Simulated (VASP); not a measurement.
# O (Pm-3m) in VASP: further runs

The runs below take O through single point, with LDA.

Program: VASP 6.6.1. These are calculated values, not measurements. Logs are shortened: lines on timing, memory, paths and dates and some standing lists are left out, and cuts for length are marked.

## 1. The cell of the first run

It takes space group Pm-3m (No. 221, cubic). The conventional cell has a = 1.802 Å, b = 1.802 Å, c = 1.802 Å, α = 90.00°, β = 90.00°, γ = 90.00°. Within 2.4 Å of O (site symmetry m-3m) lie 6 O at 1.80 Å.

## 2. Single point, LDA

Contents of INCAR:

```
PREC     = Accurate       # precision mode
ENCUT    = 600            # plane-wave cutoff, eV
EDIFF    = 1E-6           # SCF threshold, eV
ISMEAR   = -1             # smearing method
SIGMA    = 0.05           # smearing width, eV
LREAL    = F              # projectors in reciprocal space
LASPH    = T              # aspherical terms in the spheres
NELM     = 120            # most SCF steps
ALGO     = Normal         # electronic algorithm
ISIF     = 2              # what is computed and relaxed
LWAVE    = F              # write WAVECAR
LCHARG   = T              # write CHGCAR
GGA      = CA             # functional
LELF     = T              # ELF
LVHAR    = T            
NBANDS   = 9              # bands
GGA_COMPAT= F
```

Contents of KPOINTS:

```
regular mesh
0
Gamma
  18 18 18
```

Contents of POSCAR:

```
O
1.0
    1.8015480499      0.0000000000      0.0000000000
    0.0000000000      1.8015480499      0.0000000000
    0.0000000000      0.0000000000      1.8015480499
O
1
Direct
    0.0000000000      0.0000000000      0.0000000000
```

Potentials or basis: VASP PAW LDA potentials, release 64 (O).

Started as:

```console
cat potpaw_LDA.64/O/POTCAR > POTCAR
mpirun -np 1 vasp_std > vasp.out
```

OUTCAR:

```text
PREC = Accurate
   ENCUT = 600
   EDIFF = 1E-6
   ISMEAR = -1
   LREAL = F
   LASPH = T
   NELM = 120
   ISIF = 2
   GGA = CA

 ion  position               nearest neighbor table
   1  0.000  0.000  0.000-

  LATTYP: Found a simple cubic cell.
 ALAT       =     1.8015480499

  Lattice vectors:

 A1 = (   1.8015480499,   0.0000000000,   0.0000000000)
 A2 = (   0.0000000000,   1.8015480499,   0.0000000000)
 A3 = (   0.0000000000,   0.0000000000,   1.8015480499)

Analysis of symmetry for initial positions (statically):
=====================================================================
 Subroutine PRICEL returns:
 Original cell was already a primitive cell.

 Routine SETGRP: Setting up the symmetry group for a
 simple cubic supercell.

 Subroutine GETGRP returns: Found 48 space group operations
 (whereof 48 operations were pure point group operations)
 out of a pool of 48 trial point group operations.

The static configuration has the point symmetry O_h .

Analysis of symmetry for dynamics (positions and initial velocities):
=====================================================================
 Subroutine PRICEL returns:
 Original cell was already a primitive cell.

 Routine SETGRP: Setting up the symmetry group for a
 simple cubic supercell.

 Subroutine GETGRP returns: Found 48 space group operations
 (whereof 48 operations were pure point group operations)
 out of a pool of 48 trial point group operations.

The dynamic configuration has the point symmetry O_h .

 Subroutine INISYM returns: Found 48 space group operations
 (whereof 48 operations are pure point group operations),
 and found     1 'primitive' translations

----------------------------------------------------------------------------------------

                                     Primitive cell

  volume of cell :       5.8471

  direct lattice vectors                    reciprocal lattice vectors
     1.801548050  0.000000000  0.000000000     0.555078173  0.000000000  0.000000000
     0.000000000  1.801548050  0.000000000     0.000000000  0.555078173  0.000000000
     0.000000000  0.000000000  1.801548050     0.000000000  0.000000000  0.555078173

  length of vectors
     1.801548050  1.801548050  1.801548050     0.555078173  0.555078173  0.555078173

  position of ions in fractional coordinates (direct lattice)
     0.000000000  0.000000000  0.000000000

  ion indices of the primitive-cell ions
   primitive index   ion index
                 1           1

----------------------------------------------------------------------------------------

 KPOINTS: regular mesh

Automatic generation of k-mesh.
 Grid dimensions read from file:
 generate k-points for:   18   18   18

 Generating k-lattice:

  Cartesian coordinates                     Fractional coordinates (reciprocal lattice)
     0.030837676  0.000000000  0.000000000     0.055555556  0.000000000  0.000000000
     0.000000000  0.030837676  0.000000000     0.000000000  0.055555556  0.000000000
     0.000000000  0.000000000  0.030837676     0.000000000  0.000000000  0.055555556

  Length of vectors
     0.030837676  0.030837676  0.030837676

  Shift w.r.t. Gamma in fractional coordinates (k-lattice)
     0.000000000  0.000000000  0.000000000

 Subroutine IBZKPT returns following result:
 ===========================================

 Found    220 irreducible k-points:

 Following reciprocal coordinates:
            Coordinates               Weight
  0.000000  0.000000  0.000000      1.000000
  0.055556  0.000000  0.000000      6.000000
  0.111111  0.000000  0.000000      6.000000
  0.166667  0.000000  0.000000      6.000000
  0.222222  0.000000  0.000000      6.000000
  0.277778  0.000000  0.000000      6.000000
[... 16 lines left out ...]
  0.277778  0.111111  0.000000     24.000000
  0.333333  0.111111  0.000000     24.000000
 [... further k-points ...]
   k-points           NKPTS =    220   k-points in BZ     NKDIM =    220   number of bands    NBANDS=      9
   number of dos      NEDOS =    301   number of ions     NIONS =      1
   total plane-waves  NPLWV =   2744
   dimension x,y,z NGX =    14 NGY =   14 NGZ =   14
   dimension x,y,z NGXF=    28 NGYF=   28 NGZF=   28
   ions per type =               1
   NGX,Y,Z   is equivalent  to a cutoff of  12.92, 12.92, 12.92 a.u.
   NGXF,Y,Z  is equivalent  to a cutoff of  25.84, 25.84, 25.84 a.u.
 SYSTEM =  unknown system
   PREC   = accura    normal or accurate (medium, high low for compatibility)
   ISTART =      0    job   : 0-new  1-cont  2-samecut
   ICHARG =      2    charge: 1-file 2-atom 10-const
   ISPIN  =      1    spin polarized calculation?
   LNONCOLLINEAR =      F non collinear calculations
   LSORBIT =      F    spin-orbit coupling
   LASPH  =      T    aspherical Exc in radial PAW
   ENCUT  =  600.0 eV  44.10 Ry    6.64 a.u.   3.60  3.60  3.60*2*pi/ulx,y,z
   NELM   =    120;   NELMIN=  2; NELMDL= -5     # of ELM steps
   EDIFF  = 0.1E-05   stopping-criterion for ELM
   LREAL  =      F    real-space projection
   EDIFFG = 0.1E-04   stopping-criterion for IOM
   NSW    =      0    number of steps for IOM
   IBRION =     -1    ionic relax: 0-MD 1-quasi-New 2-CG
   NFREE  =      0    steps in history (QN), initial steepest desc. (CG)
   ISIF   =      2    stress and relaxation
   ISYM   =      2    0-nonsym 1-usesym 2-fastsym
   POTIM  = 0.5000    time-step for ionic-motion
   TEBEG  =    0.0;   TEEND  =   0.0 temperature during run
   PSTRESS=    0.0 pullay stress
   NELECT =       6.0000    total number of electrons
   NUPDOWN=      -1.0000    fix difference up-down
   EMIN   =  10.00;   EMAX   =-10.00  energy-range for DOS
   EFERMI =   0.00;   METHOD = LEGACY
   ISMEAR =    -1;   SIGMA  =   0.05  broadening in eV -4-tet -1-fermi 0-gaus
   EFERMI_NEDOS =   21; number of points for ismear=-14 and -15
   IALGO  =     38    algorithm
   IMIX   =      4    mixing-type and parameters
     AMIX     =   0.40;   BMIX     =  1.00
     AMIX_MAG =   1.60;   BMIX_MAG =  1.00
  volume/ion in A,a.u.               =       5.85        39.46
  Fermi-wavevector in a.u.,A,eV,Ry     =   1.651250  3.120409 37.097990  2.726625
  Thomas-Fermi vector in A             =   2.740061
   LORBIT       =      0    0 simple, 1 ext, 2 COOP (PROOUT), +10 PAW based schemes
   GGA     = CA    functional components
   LHFCALC =     F    Hartree Fock is set to
   AEXX    =    0.0000 exact exchange contribution
   IVDW    =     0    specifies the selected vdW correction
   LEPSILON=     F    determine dielectric tensor
   LRPA    =     F    only Hartree local field effects (RPA)
 non-spin polarized calculation
  energy-cutoff  :      600.00
  volume of cell :        5.85
 maximum number of plane-waves:       208
   NGX =  7   NGY =  7   NGZ =  7

 number of electron       6.0000006 magnetization

 Free energy of the ion-electron system (eV)
  ---------------------------------------------------
  ext. energy  EPLUGINS =         0.00000000
  ---------------------------------------------------
  free energy    TOTEN  =        -3.64588156 eV

  energy without entropy =       -3.64145662  energy(sigma->0) =       -3.64366909

 E-fermi :   7.3351     XC(G=0): -14.2512

 val. band max:        7.3312585651   @ k =   0.3889   0.3889   0.2222
 cond. band min:       7.3359468396   @ k =   0.5000   0.3333   0.2222
 fundamental gap:      0.0046882745
 Fermi energy:         7.3350561997

 k-point     1 :       0.0000    0.0000    0.0000
  band No.  band energies     occupation
      1     -19.2023      2.00000
      2       8.6508      0.00000
      3       8.6508      0.00000
      4       8.6508      0.00000
      5      27.1603      0.00000
      6      36.0332      0.00000
      7      36.0332      0.00000
      8      58.9685      0.00000
      9      58.9685      0.00000

 k-point     2 :       0.0556    0.0000    0.0000
  band No.  band energies     occupation
      1     -19.0980      2.00000
      2       8.1819      0.00000
      3       8.6938      0.00000
      4       8.6938      0.00000
      5      27.2900      0.00000
      6      36.1640      0.00000
      7      36.3827      0.00000
      8      58.6336      0.00000
      9      58.6348      0.00000

 k-point     3 :       0.1111    0.0000    0.0000
  band No.  band energies     occupation
      1     -18.7869      2.00000
      2       6.8977      1.99968
      3       8.8190      0.00000
      4       8.8190      0.00000
      5      27.6345      0.00000
      6      36.5547      0.00000
      7      37.2902      0.00000
      8      57.6782      0.00000
      9      57.6782      0.00000

 k-point     4 :       0.1667    0.0000    0.0000
  band No.  band energies     occupation
      1     -18.2756      2.00000
      2       5.0669      2.00000
      3       9.0144      0.00000
      4       9.0144      0.00000
      5      28.1167      0.00000
      6      37.1996      0.00000
      7      38.3858      0.00000
      8      56.2443      0.00000
      9      56.2443      0.00000

 k-point     5 :       0.2222    0.0000    0.0000
  band No.  band energies     occupation
      1     -17.5777      2.00000
      2       2.9550      2.00000
      3       9.2603      0.00000
      4       9.2603      0.00000
      5      28.6880      0.00000
      6      38.0868      0.00000
      7      39.2309      0.00000
      8      54.5637      0.00000
      9      54.5637      0.00000

 k-point     6 :       0.2778    0.0000    0.0000
  band No.  band energies     occupation
      1     -16.7174      2.00000
      2       0.7700      2.00000
      3       9.5303      0.00000
      4       9.5303      0.00000
      5      29.3202      0.00000
      6      39.1930      0.00000
      7      39.5565      0.00000
      8      52.8838      0.00000
      9      52.8838      0.00000
[... 169 lines left out ...]
 k-point    21 :       0.1667    0.1111    0.0000
  band No.  band energies     occupation
      1     -17.8652      2.00000
      2       5.2992      2.00000
      3       7.3596      0.75906
      4       9.1763      0.00000
      5      28.3782      0.00000
      6      37.9570      0.00000
      7      39.1102      0.00000
      8      53.6174      0.00000
      9      55.9716      0.00000

 k-point    22 :       0.2222    0.1111    0.0000
  band No.  band energies     occupation
      1     -17.1712      2.00000
      2       3.2232      2.00000
      3       7.6664      0.00265
      4       9.4179      0.00000
      5      28.7660      0.00000
      6      38.6493      0.00000
      7      39.9222      0.00000
      8      52.1120      0.00000
      9      54.6467      0.00000

 k-point    23 :       0.2778    0.1111    0.0000
  band No.  band energies     occupation
      1     -16.3164      2.00000
      2       1.0675      2.00000
      3       8.0094      0.00000
      4       9.6828      0.00000
      5      29.1420      0.00000
      6      39.2853      0.00000
      7      40.4645      0.00000
      8      50.6766      0.00000
      9      53.1833      0.00000

 k-point    24 :       0.3333    0.1111    0.0000
  band No.  band energies     occupation
      1     -15.3475      2.00000
      2      -1.0021      2.00000
      3       8.3475      0.00000
      4       9.9396      0.00000
      5      29.4718      0.00000
      6      39.4360      0.00000
      7      41.2392      0.00000
      8      49.2480      0.00000
      9      51.8188      0.00000

 [... further k-points ...]

------------------------ aborting loop because EDIFF is reached ----------------------------------------

  FORCE on cell =-STRESS in cart. coord.  units (eV):
  Direction    XX          YY          ZZ          XY          YZ          ZX
  --------------------------------------------------------------------------------------
  -------------------------------------------------------------------------------------
  Total        2.9794511      2.9794511      2.9794511      0.0000000      0.0000000      0.0000000
  in kB      816.4118535    816.4118535    816.4118535      0.0000000      0.0000000      0.0000000
  external PRESSURE =     816.4118535 kB  Pullay stress =       0.0000000 kB

 VOLUME and BASIS-vectors are now :
 -----------------------------------------------------------------------------
  energy-cutoff  :      600.00
  volume of cell :        5.85
      direct lattice vectors                 reciprocal lattice vectors
     1.801548050  0.000000000  0.000000000     0.555078173  0.000000000  0.000000000
     0.000000000  1.801548050  0.000000000     0.000000000  0.555078173  0.000000000
     0.000000000  0.000000000  1.801548050     0.000000000  0.000000000  0.555078173

 POSITION                                       TOTAL-FORCE (eV/Angst)
 -----------------------------------------------------------------------------------
      0.00000      0.00000      0.00000         0.000000      0.000000      0.000000
 -----------------------------------------------------------------------------------
    total drift:                               -0.000000     -0.000000     -0.000000

  FREE ENERGIE OF THE ION-ELECTRON SYSTEM (eV)
  ---------------------------------------------------
  free  energy   TOTEN  =        -3.6458815622 eV

  energy  without entropy=       -3.6414566202  energy(sigma->0) =       -3.64366909
```

It took 4.1 s on 1 thread of Intel Xeon Platinum 8259CL at 2.50GHz (Skylake/Cascade Lake), shared host; peak memory 0.11 GiB.

What came out:

* Free energy: -3.6459 eV
* Pressure: 81.6 GPa
* Band gap on the k mesh: zero (bands 3 and 4 overlap by 8.25 eV)

Caveat: the cell stands under pressure.

## 3. Single point, LDA (6.58 Å³/atom)

This run uses another cell than the first one, of 6.58 Å³/atom.

Contents of INCAR:

```
SYSTEM = O
PREC = Accurate
ENCUT = 600
EDIFF = 1E-6
ISMEAR = -1
SIGMA = 0.05
LREAL = .FALSE.
LASPH = .TRUE.
NELM = 120
ALGO = Normal
ISIF = 2
LWAVE = .FALSE.
LCHARG = .FALSE.
NBANDS = 9
GGA_COMPAT = .FALSE.
```

Contents of KPOINTS:

```
Automatic mesh
0
G
  18 18 18
  0 0 0
```

Contents of POSCAR:

```
O
1.0
    1.8736854775      0.0000000000      0.0000000000
    0.0000000000      1.8736854775      0.0000000000
    0.0000000000      0.0000000000      1.8736854775
O
1
Direct
    0.0000000000      0.0000000000      0.0000000000
```

Potentials or basis: VASP PAW LDA potentials, release 64 (O).

Started as:

```console
cat potpaw_LDA.64/O/POTCAR > POTCAR
mpirun -np 1 vasp_std > vasp.out
```

Wall time 4.6 s (1 thread of Intel Xeon Platinum 8259CL at 2.50GHz (Skylake/Cascade Lake), shared host); peak memory 0.11 GiB.

It converged, with:

```
Free energy            : -3.8938 eV
Pressure               : 30.0 GPa
Band gap on the k mesh : zero (bands 3 and 4 overlap by 7.14 eV)
```

Levels at points of the mesh, in eV from the Fermi level:
```
           k point  band 1  band 2  band 3  band 4  band 5  band 6  band 7  band 8
(0.00, 0.00, 0.00)  -24.60    1.21    1.21    1.21   18.06   27.96   27.96   48.52
(0.50, 0.00, 0.00)  -19.86  -10.64    2.53    2.53   22.53   28.56   34.80   40.17
(0.50, 0.50, 0.00)  -15.65   -7.18   -7.18    3.60   12.34   33.67   33.67   38.49
(0.50, 0.50, 0.50)  -11.83   -4.62   -4.62   -4.62   20.73   20.73   20.73   25.79
```

Caveat: the cell stands under pressure.
